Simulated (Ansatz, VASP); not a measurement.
## One calculation of NiSb, two programs

```
Sb Ni
1.0
     3.92800    0.00000    0.00000
    -1.96400    3.40175    0.00000
     0.00000    0.00000    5.12000
Sb Ni
2 2
Direct
  0.66667 0.33333 0.75000
  0.33333 0.66667 0.25000
  0.00000 0.00000 0.50000
  0.00000 0.00000 0.00000
```

Alike in both runs: task single point; functional PBE; k mesh 7 × 7 × 5; occupations fermi-dirac, width 0.05 eV; collinear spin; fixed moment 3 μB.

|  | VASP | Ansatz |
| --- | --- | --- |
| version | VASP 6.6.1 | Ansatz 0.2.0 |
| potentials or method | VASP PAW PBE potentials, release 64 (Sb, Ni) | Ansatz PAW |
| plane-wave cutoff (eV) | 520 | 420 |
| valence electrons in the cell | 30 | 66 |

|  | VASP | Ansatz | Ansatz less VASP |
| --- | --- | --- | --- |
| pressure (GPa) | 11.4 | 11.6 | +0.17 |
| traceless stress, the component that is largest in VASP (GPa) | -1.66 | -1.78 | -0.128 |
| net moment per atom (μB) | 0.75 | 0.75 | 0.000 |
| size of the moment on the site where the two differ most (μB) | 0.29 | 0.24 | -0.044 |

Site moments also hang on the region over which each program counts them. The functional is the same, so the differences come from potentials, cutoffs and numerics. VASP's potentials hold 30 valence electrons a cell and Ansatz's 66, so a difference there can come from the potentials and not from the codes.

Spin-orbit coupling is off throughout.
